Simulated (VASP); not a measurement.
# NdCdC (Pmmm) in VASP: relaxation of cell and atoms with PBE

Aim: the relaxation of cell and atoms of NdCdC with PBE.

Program: VASP 6.6.1. These are calculated values, not measurements. Logs are shortened: lines on timing, memory, paths and dates and some standing lists are left out, and cuts for length are marked.

## Step 1: The cell of the first run

It takes space group Pmmm (No. 47, orthorhombic). The conventional cell has a = 3.880 Å, b = 3.921 Å, c = 4.002 Å, α = 90.00°, β = 90.00°, γ = 90.00°. Nd (site symmetry mmm) has 4 C at 2.76 Å and 8 Cd at 3.41 Å within 3.6 Å. Cd (site symmetry mmm) has 2 C at 2.00 Å within 2.7 Å. C (site symmetry mmm) has 2 Cd at 2.00 Å and 4 Nd at 2.76 Å within 2.8 Å.

The cell was generated, and may not be a known phase.

## Step 2: Relaxation of cell and atoms, PBE

INCAR reads:

```
PREC     = Accurate       # precision mode
ENCUT    = 600            # plane-wave cutoff, eV
EDIFF    = 1E-7           # SCF threshold, eV
ISMEAR   = 0              # smearing method
SIGMA    = 0.1            # smearing width, eV
LREAL    = F              # projectors in reciprocal space
LASPH    = T              # aspherical terms in the spheres
NELM     = 200            # most SCF steps
ALGO     = Normal         # electronic algorithm
ISIF     = 3              # what is computed and relaxed
LWAVE    = F              # write WAVECAR
LCHARG   = F              # write CHGCAR
GGA      = PE             # functional
IBRION   = 2              # ionic algorithm
NSW      = 100            # ionic steps
EDIFFG   = -0.01          # ionic threshold
GGA_COMPAT= F            
NELMIN   = 4            
LMAXMIX  = 6              # l up to which the mixer works
```

KPOINTS reads:

```
Automatic mesh
0
Gamma
  12 12 12
```

POSCAR reads:

```
NdCdC
1.0
    3.8802797300      0.0000000000      0.0000000000
    0.0000000000      3.9206547800      0.0000000000
    0.0000000000      0.0000000000      4.0024587300
Nd Cd C
1 1 1
Direct
    0.0000000000      0.0000000000      0.0000000000
    0.5000000000      0.5000000000      0.5000000000
    0.5000000000      0.5000000000      0.0000000000
```

Potentials or basis: VASP PAW PBE potentials, release 64 (Nd_3, Cd, C), 4f in core.

Started as:

```bash
> cat potpaw_PBE.64/Nd_3/POTCAR potpaw_PBE.64/Cd/POTCAR potpaw_PBE.64/C/POTCAR > POTCAR
> mpirun -np 1 vasp_std > vasp.out
```

OUTCAR:

```text
PREC = Accurate
   ENCUT = 600
   EDIFF = 1E-7
   ISMEAR = 0
   LREAL = F
   LASPH = T
   NELM = 200
   ISIF = 3
   GGA = PE
   IBRION = 2
   NSW = 100
   EDIFFG = -0.01
   NELMIN = 4

 ion  position               nearest neighbor table
   1  0.000  0.000  0.000-   3 2.76   3 2.76   3 2.76   3 2.76   2 3.41   2 3.41   2 3.41   2 3.41
                             2 3.41   2 3.41   2 3.41   2 3.41
   2  0.500  0.500  0.500-   3 2.00   3 2.00   1 3.41   1 3.41   1 3.41   1 3.41   1 3.41   1 3.41
                             1 3.41   1 3.41
   3  0.500  0.500  0.000-   2 2.00   2 2.00   1 2.76   1 2.76   1 2.76   1 2.76

  LATTYP: Found a simple orthorhombic cell.
 ALAT       =     3.8802797300
 B/A-ratio  =     1.0104051906
 C/A-ratio  =     1.0314871629

  Lattice vectors:

 A1 = (   3.8802797300,   0.0000000000,   0.0000000000)
 A2 = (   0.0000000000,   3.9206547800,   0.0000000000)
 A3 = (   0.0000000000,   0.0000000000,   4.0024587300)

Analysis of symmetry for initial positions (statically):
=====================================================================
 Subroutine PRICEL returns:
 Original cell was already a primitive cell.

 Routine SETGRP: Setting up the symmetry group for a
 simple orthorhombic supercell.

 Subroutine GETGRP returns: Found  8 space group operations
 (whereof  8 operations were pure point group operations)
 out of a pool of  8 trial point group operations.

The static configuration has the point symmetry D_2h.

Analysis of symmetry for dynamics (positions and initial velocities):
=====================================================================
 Subroutine PRICEL returns:
 Original cell was already a primitive cell.

 Routine SETGRP: Setting up the symmetry group for a
 simple orthorhombic supercell.

 Subroutine GETGRP returns: Found  8 space group operations
 (whereof  8 operations were pure point group operations)
 out of a pool of  8 trial point group operations.

The dynamic configuration has the point symmetry D_2h.

 Subroutine INISYM returns: Found  8 space group operations
 (whereof  8 operations are pure point group operations),
 and found     1 'primitive' translations

----------------------------------------------------------------------------------------

                                     Primitive cell

  volume of cell :      60.8904

[... 104 lines left out ...]
   EFERMI =   0.00;   METHOD = LEGACY
   ISMEAR =     0;   SIGMA  =   0.10  broadening in eV -4-tet -1-fermi 0-gaus
   EFERMI_NEDOS =   21; number of points for ismear=-14 and -15
   IALGO  =     38    algorithm
   IMIX   =      4    mixing-type and parameters
     AMIX     =   0.40;   BMIX     =  1.00
     AMIX_MAG =   1.60;   BMIX_MAG =  1.00
  volume/ion in A,a.u.               =      20.30       136.97
  Fermi-wavevector in a.u.,A,eV,Ry     =   1.248379  2.359095 21.204014  1.558451
  Thomas-Fermi vector in A             =   2.382469
   LORBIT       =      0    0 simple, 1 ext, 2 COOP (PROOUT), +10 PAW based schemes
   GGA     = PE    functional components
   LHFCALC =     F    Hartree Fock is set to
   AEXX    =    0.0000 exact exchange contribution
   IVDW    =     0    specifies the selected vdW correction
   LEPSILON=     F    determine dielectric tensor
   LRPA    =     F    only Hartree local field effects (RPA)
 conjugate gradient relaxation of ions
 non-spin polarized calculation
 Gauss-broadening in eV      SIGMA  =   0.10
  energy-cutoff  :      600.00
  volume of cell :       60.89
 maximum number of plane-waves:      2054
 NGX is ok and might be reduce to    32
   NGX = 15   NGY = 15   NGZ = 15

--------------------------------------- Ionic step        1  -------------------------------------------

 number of electron      27.0000001 magnetization

 Free energy of the ion-electron system (eV)
  ---------------------------------------------------
  ext. energy  EPLUGINS =         0.00000000
  ---------------------------------------------------
  free energy    TOTEN  =       -13.60955036 eV

  energy without entropy =      -13.59779298  energy(sigma->0) =      -13.60367167

------------------------ aborting loop because EDIFF is reached ----------------------------------------

  FORCE on cell =-STRESS in cart. coord.  units (eV):
  Direction    XX          YY          ZZ          XY          YZ          ZX
  --------------------------------------------------------------------------------------
  -------------------------------------------------------------------------------------
  Total       -1.4232405     -1.7889300      8.5242206      0.0000000      0.0000000      0.0000000
  in kB      -37.4490138    -47.0712181    224.2935372      0.0000000      0.0000000      0.0000000
  external PRESSURE =      46.5911018 kB  Pullay stress =       0.0000000 kB
[... 92 lines left out ...]
  FREE ENERGIE OF THE ION-ELECTRON SYSTEM (eV)
  ---------------------------------------------------
  free  energy   TOTEN  =       -14.0304082792 eV

  energy  without entropy=      -14.0219877677  energy(sigma->0) =      -14.02619802

 E-fermi :   3.3557     XC(G=0): -10.5860

 val. band max:        3.3526681234   @ k =   0.5000   0.2500   0.2500
 cond. band min:       3.3573535631   @ k =   0.2500   0.0833   0.2500
 fundamental gap:      0.0046854398
 Fermi energy:         3.3557482815

 k-point     1 :       0.0000    0.0000    0.0000
  band No.  band energies     occupation
      1     -33.7199      2.00000
      2     -15.0916      2.00000
      3     -14.6119      2.00000
      4     -14.6088      2.00000
      5      -7.8202      2.00000
      6      -5.4482      2.00000
[... 459 lines left out ...]
      6      -5.2904      2.00000
[... 9 lines left out ...]
     16       6.6671      0.00000
     17       6.7386      0.00000

 [... further k-points ...]

[... ionic steps 4 to 7 ...]

--------------------------------------- Ionic step        8  -------------------------------------------

 number of electron      27.0000006 magnetization

------------------------ aborting loop because EDIFF is reached ----------------------------------------
[... 69 lines left out ...]
--------------------------------------- Ionic step       10  -------------------------------------------

 number of electron      27.0000006 magnetization

 Free energy of the ion-electron system (eV)
  ---------------------------------------------------
  ext. energy  EPLUGINS =         0.00000000
  ---------------------------------------------------
  free energy    TOTEN  =       -14.08005118 eV

  energy without entropy =      -14.07155316  energy(sigma->0) =      -14.07580217

 E-fermi :   3.2831     XC(G=0): -10.5219

 val. band max:        3.2800249092   @ k =   0.2500   0.4167   0.3333
 cond. band min:       3.2872514601   @ k =   0.3333   0.4167   0.4167
 fundamental gap:      0.0072265509
 Fermi energy:         3.2831000267

 k-point     1 :       0.0000    0.0000    0.0000
  band No.  band energies     occupation
      1     -33.8590      2.00000
      2     -15.2204      2.00000
      3     -14.7492      2.00000
      4     -14.7491      2.00000
      5      -7.8565      2.00000
      6      -5.4998      2.00000
[... 501 lines left out ...]
  FREE ENERGIE OF THE ION-ELECTRON SYSTEM (eV)
  ---------------------------------------------------
  free  energy   TOTEN  =       -14.0800511776 eV

  energy  without entropy=      -14.0715531562  energy(sigma->0) =      -14.07580217

 reached required accuracy - stopping structural energy minimisation
```

CONTCAR:

```text
NdCdC
   1.00000000000000
     3.7234852938373924   -0.0000000000000000    0.0000000000000000
    -0.0000000000000000    3.7231900361989845    0.0000000000000000
     0.0000000000000000    0.0000000000000000    4.4497082683228335
  Nd              Cd              C
     1     1     1
Direct
     1.0000000000000000    1.0000000000000000    0.0000000000000000
     0.5000000000000000    0.5000000000000000    0.5000000000000000
     0.5000000000000000    0.5000000000000000    0.0000000000000000

  0.00000000E+00  0.00000000E+00  0.00000000E+00
  0.00000000E+00  0.00000000E+00  0.00000000E+00
  0.00000000E+00  0.00000000E+00  0.00000000E+00
```

It took 12 min on 1 thread of Intel Xeon 6975P-C (Granite Rapids), shared host; peak memory 0.62 GiB.

Results:

```yaml
Free_energy: -14.0801 eV
Relaxed_volume: 20.56 Å³/atom
Relaxed_cell: a = 3.723 Å, b = 3.723 Å, c = 4.450 Å, α = 90.00°, β = 90.00°, γ = 90.00°
Space_group_after_relaxing_to_0.1_Å: P4/mmm (No. 123)
Energy_gained_by_relaxing: 156.8 meV/atom
Ionic_steps: 10
Pressure_after_relaxing: 0.0 GPa
Band_gap_on_the_k_mesh: zero (an odd number of electrons rules out a gap without spin polarisation)
```

Step by step:
| step | energy change (eV) | largest force (eV/Å) | pressure (GPa) | volume (Å³) |
| --- | --- | --- | --- | --- |
| 1 | 0.0000 | 0.0000 | 4.66 | 60.89 |
| 2 | -0.4105 | 0.0000 | -4.54 | 65.71 |
| 3 | -0.4209 | 0.0000 | -3.66 | 64.78 |
| 4 | -0.4667 | 0.0000 | 1.22 | 60.86 |
| 5 | -0.4704 | 0.0000 | 0.07 | 61.66 |
| 6 | -0.4704 | 0.0000 | -0.01 | 61.72 |
| 7 | -0.4705 | 0.0000 | -0.05 | 61.75 |
| 8 | -0.4705 | 0.0000 | -0.08 | 61.78 |
| 9 | -0.4705 | 0.0000 | -0.07 | 61.77 |
| 10 | -0.4705 | 0.0000 | 0.04 | 61.69 |

Final structure:
```
CELL_PARAMETERS angstrom
3.72349 0.00000 0.00000
0.00000 3.72319 0.00000
0.00000 0.00000 4.44971
ATOMIC_POSITIONS crystal
Nd 0.00000 0.00000 0.00000
Cd 0.50000 0.50000 0.50000
C 0.50000 0.50000 0.00000
```

Caveat: spin-orbit coupling is left out, which moves the levels of the heavy elements; the 4f electrons are frozen in the core, so they carry no moment and show no levels.
